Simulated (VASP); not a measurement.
# TaAl5B in VASP: notebook

The runs below take TaAl5B through single point, with PBE.

Everything below comes from runs of VASP 6.6.1. Logs are shortened: lines on timing, memory, paths and dates and some standing lists are left out, and cuts for length are marked.

### Step 1. The cell of the first run

The typed cell holds 7 atoms: a = 5.134 Å, b = 5.134 Å, c = 4.528 Å, α = 90.00°, β = 90.00°, γ = 120.00°.

The cell was built from a structure type or drawn by symmetry, and may not be a known phase.

### Step 2. Single point, PBE

Contents of INCAR:

```
SYSTEM = TaAl5B
PREC = Accurate
ENCUT = 500
EDIFF = 1E-6
ISMEAR = 0
SIGMA = 0.2
LREAL = .False.
LASPH = .True.
NELM = 120
ALGO = Normal
ISIF = 2
LWAVE = .False.
LCHARG = .False.
GGA = PE
NBANDS = 24
GGA_COMPAT = .False.
```

Contents of KPOINTS:

```
regular mesh
0
Gamma
  4 4 3
  0 0 0
```

Contents of POSCAR:

```
TaAl5B
1.0
    5.1337644922      0.0000000000      0.0000000000
   -2.5668822461      4.4459704673      0.0000000000
    0.0000000000      0.0000000000      4.5284221551
Ta Al B
1 5 1
Direct
    0.0000000000      0.0000000000      0.0000000000
    0.3333333333      0.6666666667      0.9999214145
    0.6666666667      0.3333333333      0.0000785855
    0.5000000000      0.0000000000      0.5000000000
    0.0000000000      0.5000000000      0.5000000000
    0.5000000000      0.5000000000      0.5000000000
    0.0000000000      0.0000000000      0.5000000000
```

Potentials or basis: VASP PAW PBE potentials, release 64 (Ta_pv, Al, B).

On the command line:

```
$ cat potpaw_PBE.64/Ta_pv/POTCAR potpaw_PBE.64/Al/POTCAR potpaw_PBE.64/B/POTCAR > POTCAR
$ mpirun -np 1 vasp_std > vasp.out
```

OUTCAR:

```text
SYSTEM = TaAl5B
   PREC = Accurate
   ENCUT = 500
   EDIFF = 1E-6
   ISMEAR = 0
   LREAL = .False.
   LASPH = .True.
   NELM = 120
   ISIF = 2
   GGA = PE

 ion  position               nearest neighbor table
   1  0.000  0.000  0.000-   7 2.26   7 2.26   2 2.96   3 2.96   3 2.96   2 2.96   3 2.96   2 2.96
                             4 3.42   4 3.42   4 3.42   4 3.42   6 3.42   5 3.42   5 3.42   5 3.42
   2  0.333  0.667  1.000-   5 2.71   4 2.71   6 2.71   5 2.71   4 2.71   6 2.71   1 2.96   1 2.96
                             1 2.96   3 2.96   3 2.96   3 2.96
   3  0.667  0.333  0.000-   5 2.71   4 2.71   6 2.71   5 2.71   4 2.71   6 2.71   1 2.96   1 2.96
                             1 2.96   2 2.96   2 2.96   2 2.96
   4  0.500  0.000  0.500-   7 2.57   7 2.57   5 2.57   6 2.57   6 2.57   5 2.57   2 2.71   3 2.71
                             2 2.71   3 2.71   1 3.42   1 3.42   1 3.42   1 3.42
   5  0.000  0.500  0.500-   6 2.57   6 2.57   7 2.57   7 2.57   4 2.57   4 2.57   2 2.71   3 2.71
                             2 2.71   3 2.71   1 3.42   1 3.42   1 3.42   1 3.42
   6  0.500  0.500  0.500-   5 2.57   5 2.57   7 2.57   4 2.57   4 2.57   7 2.57   2 2.71   3 2.71
                             2 2.71   3 2.71   1 3.42   1 3.42   1 3.42   1 3.42
   7  0.000  0.000  0.500-   1 2.26   1 2.26   4 2.57   4 2.57   5 2.57   5 2.57   6 2.57   6 2.57

  LATTYP: Found a hexagonal cell.
 ALAT       =     5.1337644922
 C/A-ratio  =     0.8820860719

  Lattice vectors:

 A1 = (   5.1337644922,   0.0000000000,   0.0000000000)
 A2 = (  -2.5668822461,   4.4459704673,   0.0000000000)
 A3 = (   0.0000000000,   0.0000000000,   4.5284221551)

Analysis of symmetry for initial positions (statically):
=====================================================================
 Subroutine PRICEL returns:
 Original cell was already a primitive cell.

 Routine SETGRP: Setting up the symmetry group for a
 hexagonal supercell.

 Subroutine GETGRP returns: Found 12 space group operations
 (whereof 12 operations were pure point group operations)
 out of a pool of 24 trial point group operations.

The static configuration has the point symmetry D_3d.

Analysis of symmetry for dynamics (positions and initial velocities):
=====================================================================
 Subroutine PRICEL returns:
 Original cell was already a primitive cell.

 Routine SETGRP: Setting up the symmetry group for a
 hexagonal supercell.

 Subroutine GETGRP returns: Found 12 space group operations
 (whereof 12 operations were pure point group operations)
 out of a pool of 24 trial point group operations.

The dynamic configuration has the point symmetry D_3d.

 Subroutine INISYM returns: Found 12 space group operations
 (whereof 12 operations are pure point group operations),
 and found     1 'primitive' translations

----------------------------------------------------------------------------------------

                                     Primitive cell

  volume of cell :     103.3593

  direct lattice vectors                    reciprocal lattice vectors
     5.133764492  0.000000000  0.000000000     0.194788834  0.112461386  0.000000000
    -2.566882246  4.445970467  0.000000000     0.000000000  0.224922772  0.000000000
     0.000000000  0.000000000  4.528422155     0.000000000  0.000000000  0.220827468

  length of vectors
     5.133764492  5.133764492  4.528422155     0.224922772  0.224922772  0.220827468

  position of ions in fractional coordinates (direct lattice)
     0.000000000  0.000000000  0.000000000
     0.333333333  0.666666667  0.999921415
     0.666666667  0.333333333  0.000078585
     0.500000000  0.000000000  0.500000000
     0.000000000  0.500000000  0.500000000
     0.500000000  0.500000000  0.500000000
     0.000000000  0.000000000  0.500000000

  ion indices of the primitive-cell ions
   primitive index   ion index
                 1           1
                 2           2
                 3           3
                 4           4
                 5           5
                 6           6
                 7           7

----------------------------------------------------------------------------------------

 KPOINTS: regular mesh

Automatic generation of k-mesh.
 Grid dimensions read from file:
 generate k-points for:    4    4    3

 Generating k-lattice:

  Cartesian coordinates                     Fractional coordinates (reciprocal lattice)
     0.048697209  0.028115346  0.000000000     0.250000000  0.000000000  0.000000000
     0.000000000  0.056230693  0.000000000     0.000000000  0.250000000  0.000000000
     0.000000000  0.000000000  0.073609156     0.000000000  0.000000000  0.333333333

  Length of vectors
     0.056230693  0.056230693  0.073609156

  Shift w.r.t. Gamma in fractional coordinates (k-lattice)
     0.000000000  0.000000000  0.000000000

 Subroutine IBZKPT returns following result:
 ===========================================

 Found      9 irreducible k-points:

 Following reciprocal coordinates:
            Coordinates               Weight
  0.000000  0.000000  0.000000      1.000000
  0.250000  0.000000  0.000000      6.000000
  0.500000  0.000000  0.000000      3.000000
  0.250000  0.250000  0.000000      6.000000
  0.000000  0.000000  0.333333      2.000000
  0.250000  0.000000  0.333333      6.000000
  0.000000  0.250000  0.333333      6.000000
  0.500000  0.000000  0.333333      6.000000
  0.250000  0.250000  0.333333     12.000000
   k-points           NKPTS =      9   k-points in BZ     NKDIM =      9   number of bands    NBANDS=     24
   number of dos      NEDOS =    301   number of ions     NIONS =      7
   total plane-waves  NPLWV =  57600
   dimension x,y,z NGX =    40 NGY =   40 NGZ =   36
   dimension x,y,z NGXF=    80 NGYF=   80 NGZF=   72
   ions per type =               1   5   1
   NGX,Y,Z   is equivalent  to a cutoff of  12.95, 12.95, 13.22 a.u.
   NGXF,Y,Z  is equivalent  to a cutoff of  25.91, 25.91, 26.43 a.u.
 SYSTEM =  TaAl5B
   PREC   = accura    normal or accurate (medium, high low for compatibility)
   ISTART =      0    job   : 0-new  1-cont  2-samecut
   ICHARG =      2    charge: 1-file 2-atom 10-const
   ISPIN  =      1    spin polarized calculation?
   LNONCOLLINEAR =      F non collinear calculations
   LSORBIT =      F    spin-orbit coupling
   LASPH  =      T    aspherical Exc in radial PAW
   ENCUT  =  500.0 eV  36.75 Ry    6.06 a.u.   9.36  9.36  8.26*2*pi/ulx,y,z
   NELM   =    120;   NELMIN=  2; NELMDL= -5     # of ELM steps
   EDIFF  = 0.1E-05   stopping-criterion for ELM
   LREAL  =      F    real-space projection
   EDIFFG = 0.1E-04   stopping-criterion for IOM
   NSW    =      0    number of steps for IOM
   IBRION =     -1    ionic relax: 0-MD 1-quasi-New 2-CG
   NFREE  =      0    steps in history (QN), initial steepest desc. (CG)
   ISIF   =      2    stress and relaxation
   ISYM   =      2    0-nonsym 1-usesym 2-fastsym
   POTIM  = 0.5000    time-step for ionic-motion
   TEBEG  =    0.0;   TEEND  =   0.0 temperature during run
   PSTRESS=    0.0 pullay stress
   NELECT =      29.0000    total number of electrons
   NUPDOWN=      -1.0000    fix difference up-down
   EMIN   =  10.00;   EMAX   =-10.00  energy-range for DOS
   EFERMI =   0.00;   METHOD = LEGACY
   ISMEAR =     0;   SIGMA  =   0.20  broadening in eV -4-tet -1-fermi 0-gaus
   EFERMI_NEDOS =   21; number of points for ismear=-14 and -15
   IALGO  =     38    algorithm
   IMIX   =      4    mixing-type and parameters
     AMIX     =   0.40;   BMIX     =  1.00
     AMIX_MAG =   1.60;   BMIX_MAG =  1.00
  volume/ion in A,a.u.               =      14.77        99.64
  Fermi-wavevector in a.u.,A,eV,Ry     =   1.071744  2.025302 15.628128  1.148635
  Thomas-Fermi vector in A             =   2.207493
   LORBIT       =      0    0 simple, 1 ext, 2 COOP (PROOUT), +10 PAW based schemes
   GGA     = PE    functional components
   LHFCALC =     F    Hartree Fock is set to
   AEXX    =    0.0000 exact exchange contribution
   IVDW    =     0    specifies the selected vdW correction
   LEPSILON=     F    determine dielectric tensor
   LRPA    =     F    only Hartree local field effects (RPA)
 non-spin polarized calculation
 Gauss-broadening in eV      SIGMA  =   0.20
  energy-cutoff  :      500.00
  volume of cell :      103.36
 maximum number of plane-waves:      2669
 NGX is ok and might be reduce to    40
   NGX = 19   NGY = 19   NGZ = 17

 number of electron      29.0000002 magnetization

 Free energy of the ion-electron system (eV)
  ---------------------------------------------------
  ext. energy  EPLUGINS =         0.00000000
  ---------------------------------------------------
  free energy    TOTEN  =       -35.75678656 eV

  energy without entropy =      -35.70797197  energy(sigma->0) =      -35.73237927

 E-fermi :   7.9475     XC(G=0): -10.9026

 val. band max:        7.8739608140   @ k =   0.5000   0.0000   0.0000
 cond. band min:       8.0038429008   @ k =   0.2500   0.2500   0.0000
 fundamental gap:      0.1298820869
 Fermi energy:         7.9475193376

 k-point     1 :       0.0000    0.0000    0.0000
  band No.  band energies     occupation
      1     -26.5629      2.00000
      2     -26.5629      2.00000
      3     -26.5506      2.00000
      4      -3.6546      2.00000
      5       1.4414      2.00000
      6       2.5235      2.00000
[... 16 lines left out ...]
     23      10.9854      0.00000
     24      11.3872      0.00000

 k-point     2 :       0.2500    0.0000    0.0000
  band No.  band energies     occupation
      1     -26.5639      2.00000
      2     -26.5631      2.00000
      3     -26.5505      2.00000
      4      -3.1837      2.00000
      5       0.2596      2.00000
      6       1.2301      2.00000
[... 16 lines left out ...]
     23      12.5111      0.00000
     24      12.6597      0.00000
[... 160 lines left out ...]
     23      12.8825      0.00000
     24      13.0510      0.00000

 k-point     9 :       0.2500    0.2500    0.3333
  band No.  band energies     occupation
      1     -26.5638      2.00000
      2     -26.5631      2.00000
      3     -26.5517      2.00000
      4      -1.5696      2.00000
      5       0.0310      2.00000
      6       0.2209      2.00000
[... 16 lines left out ...]
     23      12.1555      0.00000
     24      13.9149      0.00000

------------------------ aborting loop because EDIFF is reached ----------------------------------------

  FORCE on cell =-STRESS in cart. coord.  units (eV):
  Direction    XX          YY          ZZ          XY          YZ          ZX
  --------------------------------------------------------------------------------------
  -------------------------------------------------------------------------------------
  Total        0.2393081      0.2393081      0.1968296     -0.0000000      0.0000000      0.0000000
  in kB        3.7095270      3.7095270      3.0510655     -0.0000000      0.0000000      0.0000000
  external PRESSURE =       3.4900399 kB  Pullay stress =       0.0000000 kB

 VOLUME and BASIS-vectors are now :
 -----------------------------------------------------------------------------
  energy-cutoff  :      500.00
  volume of cell :      103.36
      direct lattice vectors                 reciprocal lattice vectors
     5.133764492  0.000000000  0.000000000     0.194788834  0.112461386  0.000000000
    -2.566882246  4.445970467  0.000000000     0.000000000  0.224922772  0.000000000
     0.000000000  0.000000000  4.528422155     0.000000000  0.000000000  0.220827468

 POSITION                                       TOTAL-FORCE (eV/Angst)
 -----------------------------------------------------------------------------------
      0.00000      0.00000      0.00000        -0.000000      0.000000      0.000000
     -0.00000      2.96398      4.52807        -0.000000      0.000000      0.003624
      2.56688      1.48199      0.00036         0.000000     -0.000000     -0.003624
      2.56688      0.00000      2.26421         0.000000      0.000000      0.000000
     -1.28344      2.22299      2.26421        -0.000000      0.000000      0.000000
      1.28344      2.22299      2.26421        -0.000000      0.000000      0.000000
      0.00000      0.00000      2.26421         0.000000      0.000000      0.000000
 -----------------------------------------------------------------------------------
    total drift:                                0.000000     -0.000000      0.000000

  FREE ENERGIE OF THE ION-ELECTRON SYSTEM (eV)
  ---------------------------------------------------
  free  energy   TOTEN  =       -35.7567865642 eV

  energy  without entropy=      -35.7079719739  energy(sigma->0) =      -35.73237927
```

Wall time 12 s (1 thread of Intel Xeon 6975P-C (Granite Rapids), shared host); peak memory 0.23 GiB.

Results:

```yaml
Free_energy: -35.7568 eV
Pressure: 0.3 GPa
Largest_force: 0.004 eV/Å
Band_gap_on_the_k_mesh: zero (an odd number of electrons rules out a gap without spin polarisation)
```

Forces in eV/Å, atoms in the order of the input:
```
Ta   0.000  0.000  0.000
Al   0.000  0.000  0.004
Al   0.000  0.000 -0.004
Al   0.000  0.000  0.000
Al   0.000  0.000  0.000
Al   0.000  0.000  0.000
B    0.000  0.000  0.000
```

Caveat: the k points lie up to 0.46 Å⁻¹ apart, too coarse for converged energies and pressures of a metal; spin-orbit coupling is left out, which moves the levels of the heavy elements.

### Step 3. Single point, PBE

This run uses another cell than the first one, of 16.97 Å³/atom.

Contents of INCAR:

```
SYSTEM = TaAl5B
  PREC = Accurate
  ENCUT = 500
  EDIFF = 1E-6
  ISMEAR = 0
  SIGMA = 0.2
  LREAL = .FALSE.
  LASPH = .TRUE.
  NELM = 120
  ALGO = Normal
  ISIF = 2
  LWAVE = .FALSE.
  LCHARG = .FALSE.
  GGA = PE
  NBANDS = 24
  GGA_COMPAT = .FALSE.
```

Contents of KPOINTS:

```
regular mesh
0
G
  5 5 3
  0 0 0
```

Contents of POSCAR:

```
TaAl5B
1.0
    5.4372739065      0.0000000000      0.0000000000
   -2.7186369533      4.7088173304      0.0000000000
    0.0000000000      0.0000000000      4.6387229946
Ta Al B
1 5 1
Direct
    0.0000000000      0.0000000000      0.5000000000
    0.5000000000      0.0000000000      0.5000000000
    0.0000000000      0.5000000000      0.5000000000
    0.5000000000      0.5000000000      0.5000000000
    0.3333333333      0.6666666667      1.0000007467
    0.6666666667      0.3333333333     -0.0000007467
    0.0000000000      0.0000000000      0.0000000000
```

Potentials or basis: VASP PAW PBE potentials, release 64 (Ta_pv, Al, B).

On the command line:

```
$ cat potpaw_PBE.64/Ta_pv/POTCAR potpaw_PBE.64/Al/POTCAR potpaw_PBE.64/B/POTCAR > POTCAR
$ mpirun -np 1 vasp_std > vasp.out
```

Run time: 15 s. Hardware: 1 thread of Intel Xeon 6975P-C (Granite Rapids), shared host; peak memory 0.24 GiB.

The run converged. Its results:

* Free energy: -34.2504 eV
* Pressure: 0.1 GPa
* Band gap on the k mesh: zero (an odd number of electrons rules out a gap without spin polarisation)

Stress tensor (GPa, compression positive):
```
 0.18  0.00  0.00
 0.00  0.18  0.00
 0.00  0.00 -0.09
```

Levels at points of the mesh, in eV from the Fermi level:
```csv
k point,band 12,band 13,band 14,band 15,band 16,band 17
"(0.00, 0.00, 0.00)",-2.60,0.23,0.23,0.89,0.89,1.11
```

Caveat: the k points lie up to 0.45 Å⁻¹ apart, too coarse for converged energies and pressures of a metal; spin-orbit coupling is left out, which moves the levels of the heavy elements.
